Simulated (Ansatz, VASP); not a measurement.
# Two plane-wave programs on Bi2Te3

```
Te Bi
1.0
     4.38777    0.00000    0.00000
    -2.19388    3.79992    0.00000
     0.00000    0.00000   41.01867
Te Bi
3 2
Cartesian
  0.0000 0.0000 16.7547
  2.1939 1.2666 20.5093
  0.0000 2.5333 24.2640
  0.0000 2.5333 18.4857
  0.0000 0.0000 22.5330
```

Alike in both runs: task single point; functional PBE; dispersion D3(BJ); k mesh 6 × 6 × 1; occupations gaussian, width 0.1 eV; no spin polarisation.

|  | VASP | Ansatz |
| --- | --- | --- |
| version | VASP 6.6.1 | Ansatz 0.2.0 |
| potentials or method | VASP PAW PBE potentials, release 64 (Te, Bi_d), cutoff 400 eV | scalar-relativistic, plane waves, PAW |
| valence electrons in the cell | 48 | 78 |

VASP gave:

```
gap on the k mesh at the Fermi level (eV) : 1.02
least direct gap on the mesh (eV)         : 1.29
rms of the force components (eV/Å)        : 0.015
```

Q: Which values does Ansatz return?

A: gap on the k mesh at the Fermi level (eV): 1.03; least direct gap on the mesh (eV): 1.30; rms of the force components (eV/Å): 0.019.

VASP's potentials hold 48 valence electrons a cell and Ansatz's 78, so a difference there can come from the potentials and not from the codes.

Neither program's run includes spin-orbit coupling.
